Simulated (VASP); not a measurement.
# BN (P-6m2) in VASP: dielectric tensor with PBE

Aim: the dielectric tensor of BN with PBE.

Program: VASP 6.6.1. These are calculated values, not measurements. Logs are shortened: lines on timing, memory, paths and dates and some standing lists are left out, and cuts for length are marked.

### 1 The cell of the first run

The structure is hexagonal, space group P-6m2 (No. 187). The conventional cell has a = 2.500 Å, b = 2.500 Å, c = 6.505 Å, α = 90.00°, β = 90.00°, γ = 120.00°. B (site symmetry -6m2) has 3 N at 1.44 Å within 1.9 Å. B (site symmetry -6m2) has 3 N at 1.44 Å within 1.9 Å. N (site symmetry -6m2) has 3 B at 1.44 Å within 1.9 Å. Within 1.9 Å of N (site symmetry -6m2) lie 3 B at 1.44 Å.

### 2 Dielectric tensor, PBE

INCAR

```
SYSTEM = BN
PREC = Accurate ; ENCUT = 520
EDIFF = 1E-8 ; ISMEAR = 0
SIGMA = 0.01 ; LREAL = .FALSE.
LASPH = .TRUE. ; NELM = 100
ALGO = Normal ; ISIF = 2
LWAVE = .FALSE. ; LCHARG = .FALSE.
GGA = PE ; LEPSILON = .TRUE.
```

KPOINTS

```
Automatic mesh
0
G
  9 9 4
  0 0 0
```

POSCAR

```
BN
1.0
    2.5002145576      0.0000000000      0.0000000000
   -1.2501072788      2.1652493218      0.0000000000
    0.0000000000      0.0000000000      6.5052999340
B N
2 2
Direct
    0.0000000000      0.0000000000      0.5000000000
    0.3333333333      0.6666666667      0.0000000000
    0.0000000000      0.0000000000      0.0000000000
    0.6666666667      0.3333333333      0.5000000000
```

Potentials or basis: VASP PAW PBE potentials, release 64 (B, N).

Command:

```sh
$ cat potpaw_PBE.64/B/POTCAR potpaw_PBE.64/N/POTCAR > POTCAR
$ mpirun -np 1 vasp_std > vasp.out
```

OUTCAR:

```text
SYSTEM = BN
   PREC = Accurate
   ENCUT = 520
   EDIFF = 1E-8
   ISMEAR = 0
   LREAL = .FALSE.
   LASPH = .TRUE.
   NELM = 100
   ISIF = 2
   GGA = PE
   LEPSILON = .TRUE.

 ion  position               nearest neighbor table
   1  0.000  0.000  0.500-   4 1.44   4 1.44   4 1.44
   2  0.333  0.667  0.000-   3 1.44   3 1.44   3 1.44
   3  0.000  0.000  0.000-   2 1.44   2 1.44   2 1.44
   4  0.667  0.333  0.500-   1 1.44   1 1.44   1 1.44

  LATTYP: Found a hexagonal cell.
 ALAT       =     2.5002145576
 C/A-ratio  =     2.6018966709

  Lattice vectors:

 A1 = (   2.5002145576,   0.0000000000,   0.0000000000)
 A2 = (  -1.2501072788,   2.1652493218,   0.0000000000)
 A3 = (   0.0000000000,   0.0000000000,   6.5052999340)

Analysis of symmetry for initial positions (statically):
=====================================================================
 Subroutine PRICEL returns:
 Original cell was already a primitive cell.

 Routine SETGRP: Setting up the symmetry group for a
 hexagonal supercell.

 Subroutine GETGRP returns: Found 12 space group operations
 (whereof 12 operations were pure point group operations)
 out of a pool of 24 trial point group operations.

The static configuration has the point symmetry D_3h.

Analysis of symmetry for dynamics (positions and initial velocities):
=====================================================================
 Subroutine PRICEL returns:
 Original cell was already a primitive cell.

 Routine SETGRP: Setting up the symmetry group for a
 hexagonal supercell.

 Subroutine GETGRP returns: Found 12 space group operations
 (whereof 12 operations were pure point group operations)
 out of a pool of 24 trial point group operations.

The dynamic configuration has the point symmetry D_3h.

 Subroutine INISYM returns: Found 12 space group operations
 (whereof 12 operations are pure point group operations),
 and found     1 'primitive' translations

----------------------------------------------------------------------------------------

                                     Primitive cell

  volume of cell :      35.2170

  direct lattice vectors                    reciprocal lattice vectors
     2.500214558  0.000000000  0.000000000     0.399965674  0.230920289  0.000000000
    -1.250107279  2.165249322  0.000000000     0.000000000  0.461840579  0.000000000
     0.000000000  0.000000000  6.505299934     0.000000000  0.000000000  0.153720814

  length of vectors
     2.500214558  2.500214558  6.505299934     0.461840579  0.461840579  0.153720814

  position of ions in fractional coordinates (direct lattice)
     0.000000000  0.000000000  0.500000000
     0.333333333  0.666666667  0.000000000
     0.000000000  0.000000000  0.000000000
     0.666666667  0.333333333  0.500000000

  ion indices of the primitive-cell ions
   primitive index   ion index
                 1           1
                 2           2
                 3           3
                 4           4

----------------------------------------------------------------------------------------

 KPOINTS: Automatic mesh

Automatic generation of k-mesh.
 Grid dimensions read from file:
 generate k-points for:    9    9    4

 Generating k-lattice:

  Cartesian coordinates                     Fractional coordinates (reciprocal lattice)
     0.044440630  0.025657810  0.000000000     0.111111111  0.000000000  0.000000000
     0.000000000  0.051315620  0.000000000     0.000000000  0.111111111  0.000000000
     0.000000000  0.000000000  0.038430203     0.000000000  0.000000000  0.250000000

  Length of vectors
     0.051315620  0.051315620  0.038430203
[... 94 lines left out ...]

 number of electron      16.0000000 magnetization

 E-fermi :   2.5628     XC(G=0): -10.2257

 val. band max:        2.5202940910   @ k =   0.3333   0.3333   0.5000
 cond. band min:       6.9411698028   @ k =   0.4444   0.1111   0.0000
 fundamental gap:      4.4208757118
 Fermi energy:         2.5627713797

 k-point     1 :       0.0000    0.0000    0.0000
  band No.  band energies     occupation
      1     -15.4035      2.00000
      2     -15.0436      2.00000
      3      -3.8660      2.00000
      4      -1.5428      2.00000
      5       1.0853      2.00000
      6       1.0853      2.00000
      7       1.2113      2.00000
      8       1.2113      2.00000
      9       7.8312      0.00000
     10      12.9650      0.00000
     11      14.0336      0.00000
     12      14.0439      0.00000
[... 331 lines left out ...]
 k-point    24 :       0.3333    0.3333    0.2500
  band No.  band energies     occupation
      1     -11.5972      2.00000
      2     -11.4727      2.00000
      3      -5.5177      2.00000
      4      -5.4184      2.00000
      5      -4.7432      2.00000
      6      -4.6402      2.00000
      7       2.3433      2.00000
      8       2.5054      2.00000
      9       7.0070      0.00000
     10       7.2769      0.00000
     11      14.4431      0.00000
     12      14.8924      0.00000

 [... further k-points ...]

  FORCE on cell =-STRESS in cart. coord.  units (eV):
  Direction    XX          YY          ZZ          XY          YZ          ZX
  --------------------------------------------------------------------------------------
  -------------------------------------------------------------------------------------
  Total        1.1834125      1.1834125      0.7626063      0.0000000      0.0000000      0.0000000
  in kB       53.8386574     53.8386574     34.6943248      0.0000000      0.0000000      0.0000000
  external PRESSURE =      47.4572132 kB  Pullay stress =       0.0000000 kB

 VOLUME and BASIS-vectors are now :
 -----------------------------------------------------------------------------
  energy-cutoff  :      520.00
  volume of cell :       35.22
      direct lattice vectors                 reciprocal lattice vectors
     2.500214558  0.000000000  0.000000000     0.399965674  0.230920289  0.000000000
    -1.250107279  2.165249322  0.000000000     0.000000000  0.461840579  0.000000000
     0.000000000  0.000000000  6.505299934     0.000000000  0.000000000  0.153720814

 POSITION                                       TOTAL-FORCE (eV/Angst)
 -----------------------------------------------------------------------------------
      0.00000      0.00000      3.25265        -0.000000      0.000000      0.000000
     -0.00000      1.44350      0.00000         0.000000     -0.000000      0.000000
      0.00000      0.00000      0.00000         0.000000     -0.000000      0.000000
      1.25011      0.72175      3.25265         0.000000     -0.000000      0.000000
 -----------------------------------------------------------------------------------
    total drift:                               -0.000001      0.000000      0.000000

  FREE ENERGIE OF THE ION-ELECTRON SYSTEM (eV)
  ---------------------------------------------------
  free  energy   TOTEN  =       -35.1358096258 eV

  energy  without entropy=      -35.1358096258  energy(sigma->0) =      -35.13580963

 HEAD OF MICROSCOPIC STATIC DIELECTRIC TENSOR (INDEPENDENT PARTICLE, excluding Hartree and local field effects)
 ------------------------------------------------------
           4.945544     0.000000     0.000000
           0.000000     4.945544    -0.000000
           0.000000     0.000000     3.048010
 ------------------------------------------------------

 Free energy of the ion-electron system (eV)
  ---------------------------------------------------
  ---------------------------------------------------
  free energy    TOTEN  =        -0.39991717 eV

  energy without entropy =       -0.39991717

------------------------ aborting loop because EDIFF is reached ----------------------------------------

--------------------------------------- Ionic step        2  -------------------------------------------

------------------------ aborting loop because EDIFF is reached ----------------------------------------

--------------------------------------- Ionic step        3  -------------------------------------------

 Free energy of the ion-electron system (eV)
  ---------------------------------------------------
  ---------------------------------------------------
  free energy    TOTEN  =        -0.18815447 eV

  energy without entropy =       -0.18815447

------------------------ aborting loop because EDIFF is reached ----------------------------------------

 PIEZOELECTRIC TENSOR FIELD DIRECTION 3  (e Angst)
 -----------------------------------------------------------------------------
    -0.00015  0.00000 -0.00000           ( -0.00000  0.00000 -0.00000)
     0.00000 -0.00015 -0.00000           (  0.00000 -0.00000  0.00000)
    -0.00000  0.00000  0.00021           ( -0.00000  0.00000 -0.00000)

 PIEZOELECTRIC TENSOR FIELD DIRECTION 3  (C/m^2)
 -----------------------------------------------------------------------------
    -0.00007  0.00000 -0.00000
     0.00000 -0.00007 -0.00000
    -0.00000  0.00000  0.00010

 MACROSCOPIC STATIC DIELECTRIC TENSOR (including local field effects in DFT)
 ------------------------------------------------------
           4.853853    -0.000000     0.000000
          -0.000000     4.853853     0.000000
           0.000000     0.000000     2.734590
 ------------------------------------------------------

 PIEZOELECTRIC TENSOR (including local field effects)  for field in x, y, z        (e  Angst)
          XX          YY          ZZ          XY          YZ          ZX
  --------------------------------------------------------------------------------
  x     0.00000    -0.00000     0.00000    -2.50471     0.00000     0.00000
  y    -2.50471     2.50471     0.00000    -0.00000     0.00000     0.00000
  z     0.00000     0.00000     0.00000     0.00000     0.00000     0.00000

 PIEZOELECTRIC TENSOR (including local field effects)  for field in x, y, z        (C/m^2)
          XX          YY          ZZ          XY          YZ          ZX
  --------------------------------------------------------------------------------
  x     0.00000    -0.00000     0.00000    -1.13950     0.00000     0.00000
  y    -1.13950     1.13950     0.00000    -0.00000     0.00000     0.00000
  z     0.00000     0.00000     0.00000     0.00000     0.00000     0.00000

 BORN EFFECTIVE CHARGES (including local field effects) (in |e|, cummulative output)
 ---------------------------------------------------------------------------------
 ion    1
    1     2.70275     0.00000     0.00000
    2    -0.00000     2.70275     0.00000
    3     0.00000    -0.00000     0.79438
 ion    2
    1     2.69974    -0.00000     0.00000
    2    -0.00000     2.69974     0.00000
    3     0.00000     0.00000     0.66892
 ion    3
    1    -2.68387     0.00000     0.00000
    2    -0.00000    -2.68387     0.00000
    3     0.00000     0.00000    -0.72286
 ion    4
    1    -2.71861    -0.00000     0.00000
    2     0.00000    -2.71861     0.00000
    3     0.00000     0.00000    -0.74044
```

It took 2.1 min on 1 thread of Intel Xeon Platinum 8488C (Sapphire Rapids), shared host; peak memory 0.23 GiB.

Results:

| Property | Result |
| --- | --- |
| Band gap on the k mesh | 4.42 eV, indirect (least direct gap 4.46 eV) |
| Electronic dielectric tensor (diagonal) | 4.85, 4.85, 2.73 |
| Born charges (mean of the diagonal) | B +2.07, +2.02; N -2.03, -2.06 e |

Electronic dielectric tensor:
```
4.85 0.00 0.00
0.00 4.85 0.00
0.00 0.00 2.73
```

Born effective charge tensors (e):
atom 1, B
```
2.70 0.00 0.00
0.00 2.70 0.00
0.00 0.00 0.79
```
atom 2, B
```
2.70 0.00 0.00
0.00 2.70 0.00
0.00 0.00 0.67
```
atom 3, N
```
-2.68  0.00  0.00
 0.00 -2.68  0.00
 0.00  0.00 -0.72
```
atom 4, N
```
-2.72  0.00  0.00
 0.00 -2.72  0.00
 0.00  0.00 -0.74
```

Caveat: this functional lacks dispersion, which binds the layers, so the pressure and a relaxed spacing across them are unreliable. A k mesh can miss the band edges.
